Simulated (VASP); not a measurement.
Set up this calculation in VASP 6.6.1, as the native input.

```yaml
Task: single point
Functional: PBEsol
Potentials_or_basis: VASP PAW PBE potentials, release 64 (Sb)
Cutoff: 520 eV
k_mesh: 14 × 14 × 14
Occupations: gaussian, width 0.1 eV
Spin: no spin polarisation
Dipole_correction: no
Further_INCAR_settings: ALGO = Normal; EDIFF = 1e-06; NBANDS = 8
```

The structure of Sb lies in POSCAR:

```
Sb
1.0
    2.8319970058      0.0000000000      0.0000000000
    0.0000000000      2.8319970058      0.0000000000
    0.0000000000      0.0000000000      2.8319970058
Sb
1
Direct
    0.0000000000      0.0000000000      0.0000000000
```

These files were run (other wordings do the same):

INCAR

```
SYSTEM = Sb
ALGO = Normal
EDIFF = 1E-6
ENCUT = 520
GGA = PS
ISIF = 2
ISMEAR = 0
LASPH = .TRUE.
LCHARG = .FALSE.
LREAL = .FALSE.
LWAVE = .FALSE.
NBANDS = 8
NELM = 80
PREC = Accurate
SIGMA = 0.1
```

KPOINTS

```
k-points
0
G
  14 14 14
  0 0 0
```

Potentials or basis: VASP PAW PBE potentials, release 64 (Sb).

Command:

```bash
$ cat potpaw_PBE.64/Sb/POTCAR > POTCAR
$ mpirun -np 1 vasp_std > vasp.out
```

It gave:

```
Pressure : 25.8 GPa
```

Caveat: the PAW data sets were made with another functional, which shifts forces and pressure a little.

Wall time 19 s on 1 thread of Intel Xeon 8259CL, on a shared host, peak memory 0.15 GiB.
